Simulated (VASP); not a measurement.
## Os: relaxation of cell and atoms with PBE

Crystal: Os.

```
CELL_PARAMETERS angstrom
0.00000 2.63000 2.63000
2.63000 0.00000 2.63000
2.63000 2.63000 0.00000
ATOMIC_POSITIONS crystal
Os 0.00000 0.00000 0.00000
Os 0.25000 0.25000 0.25000
```

This isn't the form of Os at room conditions, which is hcp.

```
Program                : VASP 6.6.1
Task                   : relaxation of cell and atoms
Functional             : PBE
Potentials or basis    : VASP PAW PBE potentials, release 64 (Os)
Cutoff                 : 600 eV
k mesh                 : 15 × 15 × 15
Occupations            : methfessel-paxton, width 0.05 eV
Spin                   : no spin polarisation
Target pressure        : 40 GPa
Dipole correction      : no
Further INCAR settings : ALGO = Normal; EDIFF = 1e-07; IBRION = 2; EDIFFG = -0.03; NSW = 80; ISIF = 3
```

| Item | Value |
| --- | --- |
| Relaxed volume | 18.50 Å³/atom |
| Relaxed cell | a = 3.741 Å, b = 3.741 Å, c = 3.741 Å, α = 60.00°, β = 60.00°, γ = 60.00° |
| Space group after relaxing (to 0.1 Å) | Fd-3m (No. 227) |
| Energy change on relaxing (the run minimises the enthalpy) | -84.4 meV/atom |
| Ionic steps | 4 |
| Pressure after relaxing | 40.0 GPa |
| Band gap on the k mesh | zero (bands 8 and 9 overlap by 1.25 eV) |

The path:
| step | energy change (eV) | largest force (eV/Å) | pressure (GPa) | volume (Å³) |
| --- | --- | --- | --- | --- |
| 1 | 0.0000 | 0.0000 | 46.49 | 36.38 |
| 2 | -0.7043 | 0.0000 | 12.56 | 40.40 |
| 3 | -0.1754 | 0.0000 | 39.73 | 37.04 |
| 4 | -0.1688 | 0.0000 | 40.00 | 37.01 |

Final structure:
```yaml
crystal:
  lattice:
    - [0.00000, 2.64500, 2.64500]
    - [2.64500, 0.00000, 2.64500]
    - [2.64500, 2.64500, 0.00000]
  atoms:
    - { symbol: Os, position: [0.00000, 0.00000, 0.00000] }
    - { symbol: Os, position: [0.25000, 0.25000, 0.25000] }
```

Levels at points of the mesh, in eV from the Fermi level:
```
           k point  band 6  band 7  band 8  band 9  band 10  band 11
(0.00, 0.00, 0.00)   -4.10   -0.64   -0.64   -0.64     3.22     3.22
```

It took 78 s on 1 thread of Intel(R) Xeon(R) 6975P-C (Granite Rapids), on a shared host, peak memory 0.22 GiB.

Caveat: the cell is relaxed towards a set pressure, so the run minimises the enthalpy, not the energy; spin-orbit coupling is left out, which moves the levels of the heavy elements.
